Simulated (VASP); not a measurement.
# Zr2B3: single point with PBE

Crystal: Zr2B3.

```
CELL_PARAMETERS angstrom
5.60426 0.00000 0.00000
-2.80213 4.85343 0.00000
0.00000 0.00000 3.57779
ATOMIC_POSITIONS crystal
Zr 0.33333 0.66667 0.50000
Zr 0.66667 0.33333 0.50000
B 0.50005 0.00000 0.00000
B 0.00000 0.50005 0.00000
B 0.49995 0.49995 0.00000
```

The cell was generated, and may not be a known phase.

```yaml
Program: VASP 6.6.1
Task: single point
Functional: PBE
Potentials_or_basis: VASP PAW PBE potentials, release 64 (Zr_sv, B)
Cutoff: 520 eV
k_mesh: 6 × 6 × 4
Occupations: gaussian, width 0.1 eV
Spin: no spin polarisation
```

- Pressure: 0.0 GPa
- Band gap on the k mesh: zero (an odd number of electrons rules out a gap without spin polarisation)

Stress tensor (GPa, compression positive):
```
-0.22  0.00  0.00
 0.00 -0.22  0.00
 0.00  0.00  0.37
```

Levels at points of the mesh, in eV from the Fermi level:
```csv
k point,band 14,band 15,band 16,band 17,band 18,band 19,band 20,band 21
"(0.00, 0.00, 0.00)",-1.08,-0.68,-0.68,-0.05,2.10,3.53,3.53,3.60
"(0.50, 0.00, 0.00)",-0.76,-0.26,-0.23,-0.22,0.68,1.67,3.89,3.98
"(0.00, 0.00, 0.50)",-1.45,-0.78,-0.44,-0.44,2.17,2.17,3.66,3.93
"(0.50, 0.00, 0.50)",-1.12,-0.59,-0.17,0.00,1.74,2.27,2.66,3.59
```

Run time: 100 s on 1 thread of Intel Xeon 8259CL, with other jobs on the host, peak memory 0.23 GiB.

Caveat: the k points lie up to 0.44 Å⁻¹ apart, too coarse for converged energies and pressures of a metal.
